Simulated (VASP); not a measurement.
# ZrTi3C4 (P4/mmm) in VASP: a series of runs, part 2 of 2

VASP 6.6.1. Earlier steps stand in the parts before.

### 3 Single point, PBE

This run uses another cell than the first one, of 10.98 Å³/atom.

INCAR reads:

```
ALGO = Normal
EDIFF = 1E-6
ENCUT = 520
GGA = PE
ISIF = 2
ISMEAR = 0
LASPH = T
LCHARG = T
LELF = T
LREAL = F
LVHAR = T
LWAVE = F
NBANDS = 42
NELM = 100
PREC = Accurate
SIGMA = 0.1
```

KPOINTS reads:

```
k-points
0
Gamma
  12 12 4
```

POSCAR reads:

```
ZrTi3C4
1.0
    3.1494793892      0.0000000000      0.0000000000
    0.0000000000      3.1494793892      0.0000000000
    0.0000000000      0.0000000000      8.8567130778
Zr Ti C
1 3 4
Direct
    0.0000000000      0.0000000000      0.0000000000
    0.5000000000      0.5000000000      0.2592900711
    0.0000000000      0.0000000000      0.5000000000
    0.5000000000      0.5000000000      0.7407099289
    0.0000000000      0.0000000000      0.2602089455
    0.5000000000      0.5000000000      0.5000000000
    0.0000000000      0.0000000000      0.7397910545
    0.5000000000      0.5000000000      0.0000000000
```

Potentials or basis: VASP PAW PBE potentials, release 64 (Zr_sv, Ti_sv, C).

Launch:

```
cat potpaw_PBE.64/Zr_sv/POTCAR potpaw_PBE.64/Ti_sv/POTCAR potpaw_PBE.64/C/POTCAR > POTCAR
mpirun -np 1 vasp_std > vasp.out
```

OUTCAR:

```text
EDIFF = 1E-6
   ENCUT = 520
   GGA = PE
   ISIF = 2
   ISMEAR = 0
   LASPH = T
   LREAL = F
   NELM = 100
   PREC = Accurate

 ion  position               nearest neighbor table
   1  0.000  0.000  0.000-   8 2.23   8 2.23   8 2.23   8 2.23   5 2.30   7 2.30   4 3.20   4 3.20
                             2 3.20   4 3.20   2 3.20   2 3.20   4 3.20   2 3.20
   2  0.500  0.500  0.259-   6 2.13   5 2.23   5 2.23   5 2.23   5 2.23   8 2.30   1 3.20   1 3.20
                             1 3.20   1 3.20
   3  0.000  0.000  0.500-   5 2.12   7 2.12   6 2.23   6 2.23   6 2.23   6 2.23
   4  0.500  0.500  0.741-   6 2.13   7 2.23   7 2.23   7 2.23   7 2.23   8 2.30   1 3.20   1 3.20
                             1 3.20   1 3.20
   5  0.000  0.000  0.260-   3 2.12   2 2.23   2 2.23   2 2.23   2 2.23   1 2.30
[... 1298 lines left out ...]
  external PRESSURE =       2.4643570 kB  Pullay stress =       0.0000000 kB

 VOLUME and BASIS-vectors are now :
 -----------------------------------------------------------------------------
  energy-cutoff  :      520.00
  volume of cell :       87.85
      direct lattice vectors                 reciprocal lattice vectors
     3.149479389  0.000000000  0.000000000     0.317512794  0.000000000  0.000000000
     0.000000000  3.149479389  0.000000000     0.000000000  0.317512794  0.000000000
     0.000000000  0.000000000  8.856713078     0.000000000  0.000000000  0.112908705

 POSITION                                       TOTAL-FORCE (eV/Angst)
 -----------------------------------------------------------------------------------
      0.00000      0.00000      0.00000         0.000000     -0.000000      0.000000
      1.57474      1.57474      2.29646         0.000000      0.000000     -0.003649
      0.00000      0.00000      4.42836         0.000000     -0.000000      0.000000
      1.57474      1.57474      6.56026         0.000000     -0.000000      0.003649
      0.00000      0.00000      2.30460        -0.000000      0.000000     -0.003555
      1.57474      1.57474      4.42836         0.000000     -0.000000      0.000000
      0.00000      0.00000      6.55212        -0.000000     -0.000000      0.003555
      1.57474      1.57474      0.00000         0.000000     -0.000000      0.000000
 -----------------------------------------------------------------------------------
    total drift:                                0.000000     -0.000000      0.000000

  FREE ENERGIE OF THE ION-ELECTRON SYSTEM (eV)
  ---------------------------------------------------
  free  energy   TOTEN  =       -75.0625598262 eV

  energy  without entropy=      -75.0565132489  energy(sigma->0) =      -75.05953654
```

OSZICAR:

```text
N       E                     dE             d eps       ncg     rms          rms(c)
DAV:   1     0.864937618453E+03    0.86494E+03   -0.31261E+04  7056   0.181E+03
DAV:   2     0.422883497362E+02   -0.82265E+03   -0.78843E+03  7116   0.553E+02
DAV:   3    -0.848916661962E+02   -0.12718E+03   -0.12110E+03 10886   0.187E+02
DAV:   4    -0.953123117609E+02   -0.10421E+02   -0.10366E+02 10048   0.519E+01
DAV:   5    -0.958931340048E+02   -0.58082E+00   -0.58057E+00 10936   0.115E+01    0.399E+01
DAV:   6    -0.770612849298E+02    0.18832E+02   -0.15980E+02  9800   0.707E+01    0.171E+01
DAV:   7    -0.757059791049E+02    0.13553E+01   -0.41301E+01  9854   0.366E+01    0.114E+01
DAV:   8    -0.750319602329E+02    0.67402E+00   -0.43707E+00  9802   0.134E+01    0.509E+00
DAV:   9    -0.751104251432E+02   -0.78465E-01   -0.92568E-01 10584   0.535E+00    0.209E+00
DAV:  10    -0.750665487555E+02    0.43876E-01   -0.19918E-01  9802   0.398E+00    0.107E+00
DAV:  11    -0.750639377412E+02    0.26110E-02   -0.10202E-01  9980   0.283E+00    0.487E-01
DAV:  12    -0.750644124049E+02   -0.47466E-03   -0.12845E-02 10954   0.119E+00    0.347E-01
DAV:  13    -0.750626415987E+02    0.17708E-02   -0.64652E-03  9722   0.541E-01    0.124E-01
DAV:  14    -0.750625514217E+02    0.90177E-04   -0.15547E-03 10692   0.235E-01    0.246E-02
DAV:  15    -0.750625609799E+02   -0.95582E-05   -0.14847E-04 10042   0.596E-02    0.163E-02
DAV:  16    -0.750625630066E+02   -0.20268E-05   -0.10102E-05  9540   0.193E-02    0.147E-02
DAV:  17    -0.750625603450E+02    0.26616E-05   -0.75532E-06  8106   0.184E-02    0.306E-03
DAV:  18    -0.750625598262E+02    0.51882E-06   -0.75636E-07  4396   0.742E-03
   1 F= -.75062560E+02 E0= -.75059537E+02  d E =-.604658E-02
```

Wall time 4.2 min (1 thread of AMD EPYC 9R45 (Zen 5), shared host); peak memory 0.34 GiB.

What came out:

| Quantity | Value |
| --- | --- |
| Free energy | -75.0626 eV |
| Pressure | 0.2 GPa |
| Largest force | 0.004 eV/Å |
| Band gap on the k mesh | zero (bands 32 and 33 overlap by 0.59 eV) |

Forces in eV/Å, atoms in the order of the input:
```
Zr   0.000  0.000  0.000
Ti   0.000  0.000 -0.004
Ti   0.000  0.000  0.000
Ti   0.000  0.000  0.004
C    0.000  0.000 -0.004
C    0.000  0.000  0.000
C    0.000  0.000  0.004
C    0.000  0.000  0.000
```

### 4 Single point, PBE, collinear spin

This run uses another cell than the first one, of 10.98 Å³/atom.

INCAR reads:

```
PREC     = Accurate       # precision mode
ENCUT    = 520            # plane-wave cutoff, eV
EDIFF    = 1E-6           # SCF threshold, eV
ISMEAR   = 0              # smearing method
SIGMA    = 0.1            # smearing width, eV
LREAL    = False          # projectors in reciprocal space
LASPH    = True           # aspherical terms in the spheres
NELM     = 150            # most SCF steps
ALGO     = Normal         # electronic algorithm
ISIF     = 2              # what is computed and relaxed
LWAVE    = False          # write WAVECAR
LCHARG   = False          # write CHGCAR
ISPIN    = 2              # spin polarisation
MAGMOM   = 1 1 1 1 0 0 0 0 # initial moments
LORBIT   = 11             # projections on sites
LMAXMIX  = 4              # l up to which the mixer works
GGA      = PE             # functional
NBANDS   = 46             # bands
```

KPOINTS reads:

```
Automatic mesh
0
Gamma
  6 6 2
```

POSCAR reads:

```
ZrTi3C4
1.0
    3.1478183676      0.0000000000      0.0000000000
    0.0000000000      3.1478183676      0.0000000000
    0.0000000000      0.0000000000      8.8623034177
Zr Ti C
1 3 4
Direct
    0.0000000000      0.0000000000      0.0000000000
    0.5000000000      0.5000000000      0.2596131866
    0.0000000000      0.0000000000      0.5000000000
    0.5000000000      0.5000000000      0.7403868134
    0.0000000000      0.0000000000      0.2606655901
    0.5000000000      0.5000000000      0.5000000000
    0.0000000000      0.0000000000      0.7393344099
    0.5000000000      0.5000000000      0.0000000000
```

Launch:

```
cat potpaw_PBE.64/Zr_sv/POTCAR potpaw_PBE.64/Ti_sv/POTCAR potpaw_PBE.64/C/POTCAR > POTCAR
mpirun -np 1 vasp_std > vasp.out
```

It took 2.1 min on 1 thread of AMD EPYC 9R45 (Zen 5), shared host; peak memory 0.26 GiB.

The run converged. Its results:

* Free energy: -75.0968 eV
* Pressure: 0.2 GPa
* Largest force: 0.004 eV/Å
* Band gap on the k mesh: zero (filled and empty bands overlap)
* Net moment: 0.00 μB per cell
* Valence electrons inside the program's atomic spheres: Zr 10.06; Ti 10.29, 10.34 (each value once); C 2.37, 2.38, 2.42 (each value once)

Forces on the atoms (eV/Å):
```
Zr   0.000  0.000  0.000
Ti   0.000  0.000 -0.004
Ti   0.000  0.000  0.000
Ti   0.000  0.000  0.004
C    0.000  0.000 -0.004
C    0.000  0.000  0.000
C    0.000  0.000  0.004
C    0.000  0.000  0.000
```

Levels at points of the mesh, in eV from the Fermi level:
Spin up:
| k point | band 28 | band 29 | band 30 | band 31 | band 32 | band 33 | band 34 | band 35 | band 36 | band 37 |
| --- | --- | --- | --- | --- | --- | --- | --- | --- | --- | --- |
| (0.00, 0.00, 0.00) | -0.49 | -0.48 | -0.48 | 0.11 | 0.11 | 0.81 | 0.81 | 0.81 | 1.42 | 1.44 |
| (0.50, 0.00, 0.00) | -2.73 | -2.54 | -2.51 | -2.37 | -2.21 | 1.94 | 2.38 | 2.74 | 2.74 | 2.75 |
| (0.50, 0.50, 0.00) | -2.16 | -1.57 | -1.57 | -0.26 | 0.18 | 0.18 | 0.25 | 2.58 | 2.68 | 2.68 |
| (0.00, 0.00, 0.50) | -0.43 | -0.31 | -0.31 | 0.11 | 0.11 | 0.14 | 0.14 | 0.28 | 0.45 | 1.65 |
| (0.50, 0.00, 0.50) | -2.59 | -2.57 | -2.53 | -2.44 | -2.37 | 2.28 | 2.39 | 2.49 | 2.50 | 2.60 |
| (0.50, 0.50, 0.50) | -1.67 | -1.67 | -1.65 | -1.48 | -1.36 | 1.20 | 1.20 | 1.41 | 1.41 | 3.19 |
Spin down:
```csv
k point,band 29,band 30,band 31,band 32,band 33,band 34,band 35,band 36
"(0.00, 0.00, 0.00)",-0.48,-0.48,0.11,0.11,0.81,0.81,0.81,1.42
"(0.50, 0.00, 0.00)",-2.54,-2.51,-2.37,-2.21,1.94,2.38,2.74,2.74
"(0.50, 0.50, 0.00)",-1.57,-1.57,-0.26,0.18,0.18,0.25,2.58,2.68
"(0.00, 0.00, 0.50)",-0.31,-0.31,0.11,0.11,0.14,0.14,0.28,0.45
"(0.50, 0.00, 0.50)",-2.57,-2.53,-2.44,-2.37,2.28,2.39,2.49,2.50
"(0.50, 0.50, 0.50)",-1.67,-1.65,-1.48,-1.36,1.20,1.20,1.41,1.41
```

### 5 Summary

| task | spin | cell | k mesh | cutoff (eV) | gap on the mesh (eV) | pressure (GPa) |
| --- | --- | --- | --- | --- | --- | --- |
| relaxation of cell and atoms | off | relaxed from a = 3.398, b = 3.398, c = 9.611 Å, 8 atoms, atomic positions A | 6 × 6 × 2 | 600 | none | 0.1 |
| single point | off | a = 3.149, b = 3.149, c = 8.857 Å, 8 atoms, atomic positions B | 12 × 12 × 4 | 520 | none | 0.2 |
| single point | collinear | a = 3.148, b = 3.148, c = 8.862 Å, 8 atoms, atomic positions C | 6 × 6 × 2 | 520 | none | 0.2 |

Alike in all rows: level PBE; potentials or basis VASP PAW PBE potentials, release 64 (Zr_sv, Ti_sv, C); smearing gaussian 0.1 eV.

Caveats: the volume moved by over 15 % at a fixed basis, so the end points are rough (at least some runs).

Absolute energies hang on the potentials; compare differences alone.
